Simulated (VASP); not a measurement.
Rb, 2 atoms in the cell. The structure is hexagonal, space group P6_3/mmc (No. 194). Conventional cell: a = 5.240 Å, b = 5.240 Å, c = 8.667 Å, α = 90.00°, β = 90.00°, γ = 120.00°.  This cell differs from its parent crystal: volume scaled by 1.08.

```yaml
Program: VASP 6.6.1
Task: single point
Functional: r2SCAN
Potentials_or_basis: VASP PAW PBE potentials, release 64 (Rb_sv)
Cutoff: 520 eV
k_mesh: 8 × 8 × 5
Occupations: fermi-dirac, width 0.1 eV
Spin: no spin polarisation
Dipole_correction: no
Further_INCAR_settings: ALGO = Normal; EDIFF = 1e-06; NBANDS = 16
```

Potentials or basis: VASP PAW PBE potentials, release 64 (Rb_sv).

The run is started by

```bash
$ cat potpaw_PBE.64/Rb_sv/POTCAR > POTCAR
$ cp INCAR.step1 INCAR
$ mpirun -np 1 vasp_std > vasp.out
$ cp INCAR.step2 INCAR
$ mpirun -np 1 vasp_std > vasp.out
```

Hardware: 1 thread of Intel(R) Xeon(R) Platinum 8488C (Sapphire Rapids), on a shared host.

Problem. How long does it take, and how much memory?

Solution. Wall time 6 min on 1 thread of Intel(R) Xeon(R) Platinum 8488C (Sapphire Rapids) (shared host), peak memory 0.36 GiB. Counts: k points 30.
